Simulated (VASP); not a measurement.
Write the native input for VASP 6.6.1 that does the following.

| Item | Value |
| --- | --- |
| Task | single point |
| Functional | PBE |
| Potentials or basis | VASP PAW PBE potentials, release 64 (Sn_d, O) |
| Cutoff | 520 eV |
| k mesh | 12 × 12 × 12 |
| Occupations | gaussian, width 0.02 eV |
| Spin | no spin polarisation |
| Dipole correction | no |
| Further INCAR settings | ALGO = Normal; EDIFF = 1e-06; NBANDS = 20 |

The structure of SnO2 lies in POSCAR:

```
SnO2
1.0
    1.5933218070      0.9199047742      4.5860060955
   -1.5933218070      0.9199047742      4.5860060955
    0.0000000000     -1.8398095484      4.5860060955
Sn O
1 2
Direct
    0.5000000000      0.5000000000      0.5000000000
    0.2499261843      0.2499261843      0.2499261843
    0.7500738157      0.7500738157      0.7500738157
```

This cell differs from its parent crystal: strained.

The input as run:

INCAR

```
SYSTEM = SnO2
PREC = Accurate
ENCUT = 520
EDIFF = 1E-6
ISMEAR = 0
SIGMA = 0.02
LREAL = .FALSE.
LASPH = .TRUE.
NELM = 100
ALGO = Normal
ISIF = 2
LWAVE = .FALSE.
LCHARG = .FALSE.
GGA = PE
NBANDS = 20
```

KPOINTS

```
Automatic mesh
0
G
  12 12 12
  0 0 0
```

Potentials or basis: VASP PAW PBE potentials, release 64 (Sn_d, O).

Launch:

```console
$ cat potpaw_PBE.64/Sn_d/POTCAR potpaw_PBE.64/O/POTCAR > POTCAR
$ mpirun -np 1 vasp_std > vasp.out
```

It gave:

The pressure is -3.9 GPa. The largest force is 1.650 eV/Å. The band gap on the k mesh is 1.55 eV.

Caveat: the cell differs from its parent crystal (strained); the stress differs along the axes, from -11 to -0 GPa; spin-orbit coupling is left out, which moves the levels of the heavy elements; forces of over 1 eV/Å act on the atoms, so gaps and moduli don't describe the material at rest.

Run time: 3.8 min on 1 thread of Intel(R) Xeon(R) 6975P-C (Granite Rapids), with other jobs on the host, peak memory 0.33 GiB.
